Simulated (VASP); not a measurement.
**C6F: single point with PBE**

C6F, a wire with vacuum:

```
C F
1.0
     4.93269    0.00000    0.00000
    -1.23317    8.78588    0.00000
     0.00000    0.00000   22.79071
C F
12 2
Direct
  0.01970 0.07880 0.17551
  0.51970 0.07880 0.17551
  0.27463 0.09850 0.20581
  0.77463 0.09850 0.20581
  0.28448 0.13790 0.26642
  0.78448 0.13790 0.26642
  0.03930 0.15720 0.29594
  0.53930 0.15720 0.29594
  0.04968 0.19872 0.35927
  0.54968 0.19872 0.35927
  0.30407 0.21631 0.38571
  0.80407 0.21631 0.38571
  0.30407 0.11611 0.49980
  0.30407 0.31651 0.49980
```

| Property | Result |
| --- | --- |
| Program | VASP 6.6.1 |
| Task | single point |
| Functional | PBE |
| Potentials or basis | VASP PAW PBE potentials, release 64 (C, F) |
| Cutoff | 520 eV |
| k mesh | 6 × 3 × 1 |
| Occupations | gaussian, width 0.1 eV |
| Spin | no spin polarisation |
| Dipole correction | yes |
| Further INCAR settings | ALGO = Normal; EDIFF = 1e-07; NBANDS = 44 |

* Largest force: 3.187 eV/Å
* Band gap on the k mesh: 0.07 eV

Forces in eV/Å, atoms in the order of the input:
```
C   -0.076  0.391  1.589
C    0.075  0.387  1.588
C    0.000 -0.773 -3.091
C    0.000 -0.734 -2.942
C   -0.001  0.338  1.342
C    0.000  0.372  1.422
C    0.094  0.047  0.169
C   -0.093  0.057  0.166
C   -0.095  0.093  0.612
C    0.097  0.098  0.602
C   -0.001 -0.193 -0.615
C    0.000 -0.057 -0.280
F   -0.212  1.547 -0.250
F    0.212 -1.574 -0.313
```

Levels at points of the mesh, in eV from the valence-band top:
```tsv
k point	band 27	band 28	band 29	band 30	band 31	band 32	band 33	band 34	band 35	band 36
(0.00, 0.00, 0.00)	-1.15	-1.02	-0.44	-0.25	-0.21	0.07	0.50	0.78	1.03	2.39
(0.50, 0.00, 0.00)	-1.58	-1.10	-1.03	-0.02	0.00	0.07	0.10	0.17	3.01	3.03
```

Run time: 26 min on 1 thread of Intel Xeon 8259CL (shared host), peak memory 1.1 GiB.
